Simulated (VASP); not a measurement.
# Pt (Fm-3m) in VASP: further runs

The runs below take Pt through single point, relaxation of cell and atoms, with PBE.

All numbers are computed with VASP 6.6.1; they aren't measurements. Logs are shortened: lines on timing, memory, paths and dates and some standing lists are left out, and cuts for length are marked.

## 1. The cell of the first run

Symmetry: Fm-3m, No. 225, cubic system. Conventional cell: a = 3.969 Å, b = 3.969 Å, c = 3.969 Å, α = 90.00°, β = 90.00°, γ = 90.00°. Within 3.7 Å of Pt (site symmetry m-3m) lie 12 Pt at 2.81 Å.

## 2. Single point, PBE

Contents of INCAR:

```
ALGO = Normal
EDIFF = 1E-7
ENCUT = 520
GGA = PE
ISIF = 2
ISMEAR = 1
LASPH = True
LCHARG = False
LREAL = False
LWAVE = False
NBANDS = 11
NELM = 60
PREC = Accurate
SIGMA = 0.05
```

Contents of KPOINTS:

```
k-points
0
Gamma
  18 18 18
```

Contents of POSCAR:

```
Pt
1.0
    0.0000000000      1.9847470227      1.9847470227
    1.9847470227      0.0000000000      1.9847470227
    1.9847470227      1.9847470227      0.0000000000
Pt
1
Direct
    0.0000000000      0.0000000000      0.0000000000
```

Potentials or basis: VASP PAW PBE potentials, release 64 (Pt).

Started as:

```console
cat potpaw_PBE.64/Pt/POTCAR > POTCAR
mpirun -np 1 vasp_std > vasp.out
```

OUTCAR:

```text
EDIFF = 1E-7
   ENCUT = 520
   GGA = PE
   ISIF = 2
   ISMEAR = 1
   LASPH = True
   LREAL = False
   NELM = 60
   PREC = Accurate

 ion  position               nearest neighbor table
   1  0.000  0.000  0.000-

  LATTYP: Found a face centered cubic cell.
 ALAT       =     3.9694940454

  Lattice vectors:

 A1 = (   0.0000000000,   1.9847470227,   1.9847470227)
 A2 = (   1.9847470227,   0.0000000000,   1.9847470227)
 A3 = (   1.9847470227,   1.9847470227,   0.0000000000)

Analysis of symmetry for initial positions (statically):
=====================================================================
 Subroutine PRICEL returns:
 Original cell was already a primitive cell.

 Routine SETGRP: Setting up the symmetry group for a
 face centered cubic supercell.

 Subroutine GETGRP returns: Found 48 space group operations
 (whereof 48 operations were pure point group operations)
 out of a pool of 48 trial point group operations.

The static configuration has the point symmetry O_h .

Analysis of symmetry for dynamics (positions and initial velocities):
=====================================================================
 Subroutine PRICEL returns:
 Original cell was already a primitive cell.

 Routine SETGRP: Setting up the symmetry group for a
 face centered cubic supercell.

 Subroutine GETGRP returns: Found 48 space group operations
 (whereof 48 operations were pure point group operations)
 out of a pool of 48 trial point group operations.

The dynamic configuration has the point symmetry O_h .

 Subroutine INISYM returns: Found 48 space group operations
 (whereof 48 operations are pure point group operations),
 and found     1 'primitive' translations

----------------------------------------------------------------------------------------

                                     Primitive cell

  volume of cell :      15.6367

  direct lattice vectors                    reciprocal lattice vectors
     0.000000000  1.984747023  1.984747023    -0.251921275  0.251921275  0.251921275
     1.984747023  0.000000000  1.984747023     0.251921275 -0.251921275  0.251921275
     1.984747023  1.984747023  0.000000000     0.251921275  0.251921275 -0.251921275

  length of vectors
     2.806856157  2.806856157  2.806856157     0.436340447  0.436340447  0.436340447

  position of ions in fractional coordinates (direct lattice)
     0.000000000  0.000000000  0.000000000

  ion indices of the primitive-cell ions
   primitive index   ion index
                 1           1

----------------------------------------------------------------------------------------

 KPOINTS: k-points

Automatic generation of k-mesh.
 Grid dimensions read from file:
 generate k-points for:   18   18   18

 Generating k-lattice:

  Cartesian coordinates                     Fractional coordinates (reciprocal lattice)
    -0.013995626  0.013995626  0.013995626     0.055555556  0.000000000  0.000000000
     0.013995626 -0.013995626  0.013995626     0.000000000  0.055555556  0.000000000
     0.013995626  0.013995626 -0.013995626     0.000000000  0.000000000  0.055555556

  Length of vectors
     0.024241136  0.024241136  0.024241136

  Shift w.r.t. Gamma in fractional coordinates (k-lattice)
     0.000000000  0.000000000  0.000000000

 Subroutine IBZKPT returns following result:
 ===========================================

 Found    195 irreducible k-points:

 Following reciprocal coordinates:
            Coordinates               Weight
  0.000000  0.000000  0.000000      1.000000
  0.055556  0.000000  0.000000      8.000000
  0.111111  0.000000  0.000000      8.000000
  0.166667  0.000000  0.000000      8.000000
  0.222222  0.000000  0.000000      8.000000
  0.277778  0.000000  0.000000      8.000000
[... 16 lines left out ...]
 -0.277778  0.055556  0.000000     24.000000
 -0.222222  0.055556  0.000000     24.000000
 [... further k-points ...]
   k-points           NKPTS =    195   k-points in BZ     NKDIM =    195   number of bands    NBANDS=     11
   number of dos      NEDOS =    301   number of ions     NIONS =      1
   total plane-waves  NPLWV =  13824
   dimension x,y,z NGX =    24 NGY =   24 NGZ =   24
   dimension x,y,z NGXF=    48 NGYF=   48 NGZF=   48
   ions per type =               1
   NGX,Y,Z   is equivalent  to a cutoff of  14.21, 14.21, 14.21 a.u.
   NGXF,Y,Z  is equivalent  to a cutoff of  28.43, 28.43, 28.43 a.u.
 SYSTEM =  unknown system
   PREC   = accura    normal or accurate (medium, high low for compatibility)
   ISTART =      0    job   : 0-new  1-cont  2-samecut
   ICHARG =      2    charge: 1-file 2-atom 10-const
   ISPIN  =      1    spin polarized calculation?
   LNONCOLLINEAR =      F non collinear calculations
   LSORBIT =      F    spin-orbit coupling
   LASPH  =      T    aspherical Exc in radial PAW
   ENCUT  =  520.0 eV  38.22 Ry    6.18 a.u.   5.22  5.22  5.22*2*pi/ulx,y,z
   NELM   =     60;   NELMIN=  2; NELMDL= -5     # of ELM steps
   EDIFF  = 0.1E-06   stopping-criterion for ELM
   LREAL  =      F    real-space projection
   EDIFFG = 0.1E-05   stopping-criterion for IOM
   NSW    =      0    number of steps for IOM
   IBRION =     -1    ionic relax: 0-MD 1-quasi-New 2-CG
   NFREE  =      0    steps in history (QN), initial steepest desc. (CG)
   ISIF   =      2    stress and relaxation
   ISYM   =      2    0-nonsym 1-usesym 2-fastsym
   POTIM  = 0.5000    time-step for ionic-motion
   TEBEG  =    0.0;   TEEND  =   0.0 temperature during run
   PSTRESS=    0.0 pullay stress
   NELECT =      10.0000    total number of electrons
   NUPDOWN=      -1.0000    fix difference up-down
   EMIN   =  10.00;   EMAX   =-10.00  energy-range for DOS
   EFERMI =   0.00;   METHOD = LEGACY
   ISMEAR =     1;   SIGMA  =   0.05  broadening in eV -4-tet -1-fermi 0-gaus
   EFERMI_NEDOS =   21; number of points for ismear=-14 and -15
   IALGO  =     38    algorithm
   IMIX   =      4    mixing-type and parameters
     AMIX     =   0.40;   BMIX     =  1.00
     AMIX_MAG =   1.60;   BMIX_MAG =  1.00
  volume/ion in A,a.u.               =      15.64       105.52
  Fermi-wavevector in a.u.,A,eV,Ry     =   1.410456  2.665376 27.067258  1.989387
  Thomas-Fermi vector in A             =   2.532408
   LORBIT       =      0    0 simple, 1 ext, 2 COOP (PROOUT), +10 PAW based schemes
   GGA     = PE    functional components
   LHFCALC =     F    Hartree Fock is set to
   AEXX    =    0.0000 exact exchange contribution
   IVDW    =     0    specifies the selected vdW correction
   LEPSILON=     F    determine dielectric tensor
   LRPA    =     F    only Hartree local field effects (RPA)
 non-spin polarized calculation
 Methfessel and Paxton  Order N= 1 SIGMA  =   0.05
  energy-cutoff  :      520.00
  volume of cell :       15.64
 maximum number of plane-waves:       444
 NGX is ok and might be reduce to    24
   NGX = 11   NGY = 11   NGZ = 11

 number of electron      10.0000002 magnetization

 Free energy of the ion-electron system (eV)
  ---------------------------------------------------
  ext. energy  EPLUGINS =         0.00000000
  ---------------------------------------------------
  free energy    TOTEN  =        -6.09421038 eV

  energy without entropy =       -6.09414938  energy(sigma->0) =       -6.09419005

 E-fermi :  10.5851     XC(G=0): -13.2741

 val. band max:       10.5823469575   @ k =  -0.3333   0.3889   0.1111
 cond. band min:      10.5934051834   @ k =   0.4444   0.1111   0.0000
 fundamental gap:      0.0110582260
 Fermi energy:        10.5850834711

 k-point     1 :       0.0000    0.0000    0.0000
  band No.  band energies     occupation
      1       0.7671      2.00000
      2       7.0100      2.00000
      3       7.0100      2.00000
      4       7.0100      2.00000
      5       9.0396      2.00000
      6       9.0396      2.00000
      7      25.3166      0.00000
      8      30.0788      0.00000
      9      30.0788      0.00000
     10      30.0788      0.00000
     11      35.2924      0.00000

 k-point     2 :       0.0556    0.0000    0.0000
  band No.  band energies     occupation
      1       0.8872      2.00000
      2       6.9576      2.00000
      3       7.0572      2.00000
      4       7.0572      2.00000
      5       9.0135      2.00000
      6       9.0135      2.00000
      7      25.4992      0.00000
      8      29.4126      0.00000
      9      30.2588      0.00000
     10      30.2588      0.00000
     11      36.0074      0.00000

 k-point     3 :       0.1111    0.0000    0.0000
  band No.  band energies     occupation
      1       1.2374      2.00000
      2       6.8229      2.00000
      3       7.1809      2.00000
      4       7.1809      2.00000
      5       8.9581      2.00000
      6       8.9581      2.00000
      7      25.9925      0.00000
      8      28.0118      0.00000
      9      30.7808      0.00000
     10      30.7808      0.00000
     11      36.6375      0.00000

 k-point     4 :       0.1667    0.0000    0.0000
  band No.  band energies     occupation
      1       1.7807      2.00000
      2       6.6722      2.00000
      3       7.3202      2.00000
      4       7.3202      2.00000
      5       8.9449      2.00000
      6       8.9449      2.00000
      7      26.3246      0.00000
      8      26.6788      0.00000
      9      31.5855      0.00000
     10      31.5855      0.00000
     11      35.0494      0.00000
[... 239 lines left out ...]
 k-point    22 :      -0.3333    0.0556    0.0000
  band No.  band energies     occupation
      1       3.6134      2.00000
      2       7.1053      2.00000
      3       7.2121      2.00000
      4       7.6240      2.00000
      5       9.6954      2.00000
      6      10.3964      2.00000
      7      19.9897      0.00000
      8      25.9049      0.00000
      9      29.8666      0.00000
     10      31.8130      0.00000
     11      35.0536      0.00000

 k-point    23 :      -0.2778    0.0556    0.0000
  band No.  band energies     occupation
      1       3.3103      2.00000
      2       6.8553      2.00000
      3       7.2805      2.00000
      4       7.3492      2.00000
      5       9.2313      2.00000
      6       9.9189      2.00000
      7      22.0785      0.00000
      8      26.5664      0.00000
      9      30.7345      0.00000
     10      33.5229      0.00000
     11      33.5360      0.00000

 k-point    24 :      -0.2222    0.0556    0.0000
  band No.  band energies     occupation
      1       2.7547      2.00000
      2       6.5488      2.00000
      3       7.3826      2.00000
      4       7.4462      2.00000
      5       8.8640      2.00000
      6       9.5029      2.00000
      7      24.0638      0.00000
      8      27.0511      0.00000
      9      31.2689      0.00000
     10      32.7817      0.00000
     11      33.9858      0.00000

 [... further k-points ...]
[... 5 lines left out ...]
  --------------------------------------------------------------------------------------
  -------------------------------------------------------------------------------------
  Total       -0.0446324     -0.0446324     -0.0446324      0.0000000     -0.0000000      0.0000000
  in kB       -4.5731517     -4.5731517     -4.5731517      0.0000000     -0.0000000      0.0000000
  external PRESSURE =      -4.5731517 kB  Pullay stress =       0.0000000 kB

 VOLUME and BASIS-vectors are now :
 -----------------------------------------------------------------------------
  energy-cutoff  :      520.00
  volume of cell :       15.64
      direct lattice vectors                 reciprocal lattice vectors
     0.000000000  1.984747023  1.984747023    -0.251921275  0.251921275  0.251921275
     1.984747023  0.000000000  1.984747023     0.251921275 -0.251921275  0.251921275
     1.984747023  1.984747023  0.000000000     0.251921275  0.251921275 -0.251921275

 POSITION                                       TOTAL-FORCE (eV/Angst)
 -----------------------------------------------------------------------------------
      0.00000      0.00000      0.00000         0.000000      0.000000      0.000000
 -----------------------------------------------------------------------------------
    total drift:                               -0.000000     -0.000000     -0.000000

  FREE ENERGIE OF THE ION-ELECTRON SYSTEM (eV)
  ---------------------------------------------------
  free  energy   TOTEN  =        -6.0942103809 eV

  energy  without entropy=       -6.0941493768  energy(sigma->0) =       -6.09419005
```

Run time: 55 s. Hardware: 1 thread of AMD EPYC 7R13, shared host; peak memory 0.14 GiB.

Results:

- Free energy: -6.0942 eV
- Pressure: -0.5 GPa
- Band gap on the k mesh: zero (band 5 reaches 11.04 eV, above the bottom of band 6 at 8.94 eV)

Caveat: spin-orbit coupling is left out, which moves the levels of the heavy elements.

## 3. Single point, PBE

This run uses another cell than the first one, of 15.87 Å³/atom, 1.015 times its volume.

Contents of INCAR:

```
PREC = Accurate
ENCUT = 520
EDIFF = 1E-7
ISMEAR = 1
SIGMA = 0.05
LREAL = F
LASPH = T
NELM = 100
ALGO = Normal
ISIF = 2
LWAVE = F
LCHARG = F
GGA = PE
NBANDS = 11
```

Contents of KPOINTS:

```
Automatic mesh
0
Gamma
  18 18 18
```

Contents of POSCAR:

```
Pt
1.0
    0.0000000000      1.9946215485      1.9946215485
    1.9946215485      0.0000000000      1.9946215485
    1.9946215485      1.9946215485      0.0000000000
Pt
1
Direct
    0.0000000000      0.0000000000      0.0000000000
```

Potentials or basis: VASP PAW PBE potentials, release 64 (Pt).

Started as:

```console
cat potpaw_PBE.64/Pt/POTCAR > POTCAR
mpirun -np 1 vasp_std > vasp.out
```

OUTCAR:

```text
PREC = Accurate
   ENCUT = 520
   EDIFF = 1E-7
   ISMEAR = 1
   LREAL = F
   LASPH = T
   NELM = 100
   ISIF = 2
   GGA = PE

 ion  position               nearest neighbor table
   1  0.000  0.000  0.000-

  LATTYP: Found a face centered cubic cell.
 ALAT       =     3.9892430970

  Lattice vectors:

 A1 = (   0.0000000000,   1.9946215485,   1.9946215485)
 A2 = (   1.9946215485,   0.0000000000,   1.9946215485)
 A3 = (   1.9946215485,   1.9946215485,   0.0000000000)

Analysis of symmetry for initial positions (statically):
[... 505 lines left out ...]
      3       7.1879      2.00000
      4       7.2498      2.00000
      5       8.6341      2.00000
      6       9.2564      2.00000
      7      23.6990      0.00000
      8      26.7464      0.00000
      9      30.8357      0.00000
     10      32.3955      0.00000
     11      33.5746      0.00000

 [... further k-points ...]
[... 5 lines left out ...]
  --------------------------------------------------------------------------------------
  -------------------------------------------------------------------------------------
  Total       -0.3949055     -0.3949055     -0.3949055     -0.0000000      0.0000000     -0.0000000
  in kB      -39.8650435    -39.8650435    -39.8650435     -0.0000000      0.0000000     -0.0000000
  external PRESSURE =     -39.8650435 kB  Pullay stress =       0.0000000 kB

 VOLUME and BASIS-vectors are now :
 -----------------------------------------------------------------------------
  energy-cutoff  :      520.00
  volume of cell :       15.87
      direct lattice vectors                 reciprocal lattice vectors
     0.000000000  1.994621549  1.994621549    -0.250674119  0.250674119  0.250674119
     1.994621549  0.000000000  1.994621549     0.250674119 -0.250674119  0.250674119
     1.994621549  1.994621549  0.000000000     0.250674119  0.250674119 -0.250674119

 POSITION                                       TOTAL-FORCE (eV/Angst)
 -----------------------------------------------------------------------------------
      0.00000      0.00000      0.00000        -0.000000      0.000000     -0.000000
 -----------------------------------------------------------------------------------
    total drift:                               -0.000000     -0.000000     -0.000000

  FREE ENERGIE OF THE ION-ELECTRON SYSTEM (eV)
  ---------------------------------------------------
  free  energy   TOTEN  =        -6.0911146213 eV

  energy  without entropy=       -6.0910587096  energy(sigma->0) =       -6.09109598
```

It took 51 s on 1 thread of AMD EPYC 7R13, shared host; peak memory 0.14 GiB.

What came out:

```yaml
Free_energy: -6.0911 eV
Pressure: -4.0 GPa
Band_gap_on_the_k_mesh: zero (band 5 reaches 10.75 eV, above the bottom of band 6 at 8.71 eV)
```

Levels at points of the mesh, in eV from the Fermi level:
| k point | band 2 | band 3 | band 4 | band 5 | band 6 | band 7 | band 8 | band 9 |
| --- | --- | --- | --- | --- | --- | --- | --- | --- |
| (0.00, 0.00, 0.00) | -3.49 | -3.49 | -3.49 | -1.51 | -1.51 | 14.77 | 19.45 | 19.45 |
| (0.50, 0.00, 0.00) | -3.54 | -3.54 | -0.27 | 0.02 | 0.02 | 5.46 | 14.32 | 18.62 |
| (0.50, 0.50, 0.00) | -6.10 | -0.01 | 0.44 | 0.44 | 1.88 | 8.34 | 11.23 | 11.23 |

Caveat: spin-orbit coupling is left out, which moves the levels of the heavy elements.

## 4. Relaxation of cell and atoms, PBE

Contents of INCAR:

```
PREC     = Accurate       # precision mode
ENCUT    = 600            # plane-wave cutoff, eV
EDIFF    = 1E-6           # SCF threshold, eV
ISMEAR   = 1              # smearing method
SIGMA    = 0.05           # smearing width, eV
LREAL    = False          # projectors in reciprocal space
LASPH    = True           # aspherical terms in the spheres
NELM     = 80             # most SCF steps
ALGO     = Normal         # electronic algorithm
ISIF     = 3              # what is computed and relaxed
LWAVE    = False          # write WAVECAR
LCHARG   = False          # write CHGCAR
GGA      = PE             # functional
IBRION   = 2              # ionic algorithm
NSW      = 80             # ionic steps
EDIFFG   = -0.01          # ionic threshold
```

KPOINTS is that of step 3.

Contents of POSCAR:

```
Pt
1.0
    0.0000000000      1.9847470227      1.9847470227
    1.9847470227      0.0000000000      1.9847470227
    1.9847470227      1.9847470227      0.0000000000
Pt
1
Direct
    0.0000000000      0.0000000000      0.0000000000
```

Started as:

```console
cat potpaw_PBE.64/Pt/POTCAR > POTCAR
mpirun -np 1 vasp_std > vasp.out
```

Wall time 19 s (1 thread of Intel Xeon 6975P-C (Granite Rapids), shared host); peak memory 0.17 GiB.

It converged, with:

```
Free energy                            : -6.0944 eV
Relaxed volume                         : 15.61 Å³/atom
Relaxed cell                           : a = 2.805 Å, b = 2.805 Å, c = 2.805 Å, α = 60.00°, β = 60.00°, γ = 60.00°
Space group after relaxing (to 0.05 Å) : Fm-3m (No. 225)
Energy gained by relaxing              : 0.0 meV/atom
Ionic steps                            : 3
Pressure after relaxing                : 0.0 GPa
Band gap on the k mesh                 : zero (band 5 reaches 11.07 eV, above the bottom of band 6 at 8.97 eV)
```

Final structure:
```cif
data_structure
_symmetry_space_group_name_H-M 'P 1'
_symmetry_Int_Tables_number 1
_cell_length_a 2.8054
_cell_length_b 2.8054
_cell_length_c 2.8054
_cell_angle_alpha 60.000
_cell_angle_beta 60.000
_cell_angle_gamma 60.000
_cell_volume 15.61
loop_
_atom_site_label
_atom_site_type_symbol
_atom_site_fract_x
_atom_site_fract_y
_atom_site_fract_z
_atom_site_occupancy
Pt1 Pt 0.00000 0.00000 0.00000 1
```

Levels at points of the mesh, in eV from the Fermi level:
```tsv
k point	band 2	band 3	band 4	band 5	band 6	band 7	band 8	band 9
(0.00, 0.00, 0.00)	-3.58	-3.58	-3.58	-1.55	-1.55	14.73	19.50	19.50
(0.50, 0.00, 0.00)	-3.64	-3.64	-0.33	0.03	0.03	5.58	14.28	18.74
(0.50, 0.50, 0.00)	-6.27	-0.01	0.45	0.45	1.85	8.51	11.28	11.28
```

Caveat: spin-orbit coupling is left out, which moves the levels of the heavy elements.

## 5. The runs side by side

| task | cell | cutoff (eV) | gap on the mesh (eV) | pressure (GPa) |
| --- | --- | --- | --- | --- |
| single point | a = 2.807 Å, angles 60.0°, 1 atom | 520 | none | -0.5 |
| single point | a = 2.821 Å, angles 60.0°, 1 atom | 520 | none | -4.0 |
| relaxation of cell and atoms | relaxed from a = 2.807 Å, angles 60.0°, 1 atom | 600 | none | 0.0 |

Alike in all rows: level PBE; potentials or basis VASP PAW PBE potentials, release 64 (Pt); no spin polarisation; k mesh 18 × 18 × 18; smearing methfessel-paxton 0.05 eV.

Caveats: spin-orbit coupling is left out, which moves the levels of the heavy elements.

Total energies depend on the potentials used, so only differences within one code and one set of settings carry meaning.
